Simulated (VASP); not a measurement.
**BN: single point with PBE**

Crystal: BN.

```xyz
2
Lattice="0.0000 1.8047 1.8047 1.8047 0.0000 1.8047 1.8047 1.8047 0.0000" Properties=species:S:1:pos:R:3 pbc="T T T"
B     0.1985    0.8644    0.6768
N     2.9055    3.5714    3.3838
```

```
Program             : VASP 6.6.1
Task                : single point
Functional          : PBE
Potentials or basis : VASP PAW PBE potentials, release 64 (B, N)
Cutoff              : 600 eV
k mesh              : 5 × 5 × 5
Occupations         : tetrahedron
Spin                : no spin polarisation
```

The pressure is 5.0 GPa. The band gap on the k mesh is 4.95 eV, indirect (least direct gap 8.83 eV).

Levels at points of the mesh, in eV from the valence-band top:
| k point | band 2 | band 3 | band 4 | band 5 | band 6 | band 7 |
| --- | --- | --- | --- | --- | --- | --- |
| (0.00, 0.00, 0.00) | 0.00 | 0.00 | 0.00 | 8.83 | 8.83 | 8.83 |

Wall time 3.6 s on 1 thread of AMD EPYC 7R13, with other jobs on the host, peak memory 0.09 GiB.

Caveat: the k points lie up to 0.60 Å⁻¹ apart. A k mesh can miss the band edges.
